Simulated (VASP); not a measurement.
Set up this calculation in VASP 6.6.1, as the native input.

| Item | Value |
| --- | --- |
| Task | single point |
| Functional | PBEsol |
| Potentials or basis | VASP PAW PBE potentials, release 64 (Ag) |
| Cutoff | 520 eV |
| k mesh | 18 × 18 × 6 |
| Occupations | gaussian, width 0.15 eV |
| Spin | no spin polarisation |
| Dipole correction | no |
| Further INCAR settings | ALGO = Fast; EDIFF = 1e-06; NBANDS = 30 |

The structure of Ag lies in POSCAR:

```
Ag
1.0
    2.8278888758      0.0000000000      0.0000000000
   -1.4139444379      2.4490236055      0.0000000000
    0.0000000000      0.0000000000      9.4781297675
Ag
4
Direct
    0.3333333333      0.6666666667      0.2500000000
    0.6666666667      0.3333333333      0.7500000000
    0.0000000000      0.0000000000      0.0000000000
    0.0000000000      0.0000000000      0.5000000000
```

This isn't the form of Ag at room conditions, which is fcc.

This cell differs from its parent crystal: strain -0.015 along x and y, +0.015 along z.

These files were run (other wordings do the same):

INCAR

```
SYSTEM = Ag
  ALGO = Fast
  EDIFF = 1E-6
  ENCUT = 520
  GGA = PS
  ISIF = 2
  ISMEAR = 0
  LASPH = .TRUE.
  LCHARG = .FALSE.
  LREAL = .FALSE.
  LWAVE = .FALSE.
  NBANDS = 30
  NELM = 60
  PREC = Accurate
  SIGMA = 0.15
```

KPOINTS

```
k-points
0
G
  18 18 6
  0 0 0
```

Potentials or basis: VASP PAW PBE potentials, release 64 (Ag).

The run is started by

```sh
$ cat potpaw_PBE.64/Ag/POTCAR > POTCAR
$ mpirun -np 1 vasp_std > vasp.out
```

It gave:

```json
{
  "Pressure": "1.8 GPa",
  "Band gap on the k mesh": "zero (bands 22 and 23 overlap by 6.79 eV)"
}
```

Caveat: the cell differs from its parent crystal (strain -0.015 along x and y, +0.015 along z); the PAW data sets were made with another functional, which shifts forces and pressure a little.

Wall time 110 s on 1 thread of Intel(R) Xeon(R) 6975P-C (Granite Rapids) (shared host), peak memory 0.34 GiB.
